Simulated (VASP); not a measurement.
Here is a VASP 6.6.1 calculation.

The input INCAR:

```
SYSTEM = Si
ALGO     = Normal         ! electronic algorithm
EDIFF    = 1E-7           ! SCF threshold, eV
ENCUT    = 520            ! plane-wave cutoff, eV
GGA      = CA             ! functional
ISIF     = 2              ! what is computed and relaxed
ISMEAR   = 0              ! smearing method
LASPH    = .True.         ! aspherical terms in the spheres
LCHARG   = .True.         ! write CHGCAR
LELF     = .True.         ! ELF
LREAL    = .False.        ! projectors in reciprocal space
LVHAR    = .True.       
LWAVE    = .False.        ! write WAVECAR
NBANDS   = 16             ! bands
NELM     = 60             ! most SCF steps
PREC     = Accurate       ! precision mode
SIGMA    = 0.05           ! smearing width, eV
```

File KPOINTS:

```
k-points
0
Gamma
  10 10 6
  0 0 0
```

File POSCAR:

```
Si
1.0
    0.0000000000     -2.7007989451     -2.7007989451
    0.0000000000      2.7007989451     -2.7007989451
    5.5274551210      0.0000000000      0.0000000000
Si
4
Direct
    0.5000000000      0.5000000000     -0.0061093033
    0.0000000000      0.0000000000      0.5061093033
    0.0000000000      0.5000000000      0.2500000000
    0.5000000000      0.0000000000      0.7500000000
```

Potentials or basis: VASP PAW LDA potentials, release 64 (Si).

The run is started by

```console
$ cat potpaw_LDA.64/Si/POTCAR > POTCAR
$ mpirun -np 1 vasp_std > vasp.out
```

(1) What does it give for the band gap on the k mesh?

(2) What does it give for the pressure?

(3) Estimate the largest force.

Results:

(1) 0.34 eV.

(2) -2.0 GPa.

(3) 0.561 eV/Å.

Caveat: the cell differs from its parent crystal (mode 6 frozen in at -0.033 Å, normal strain along x +0.0233).
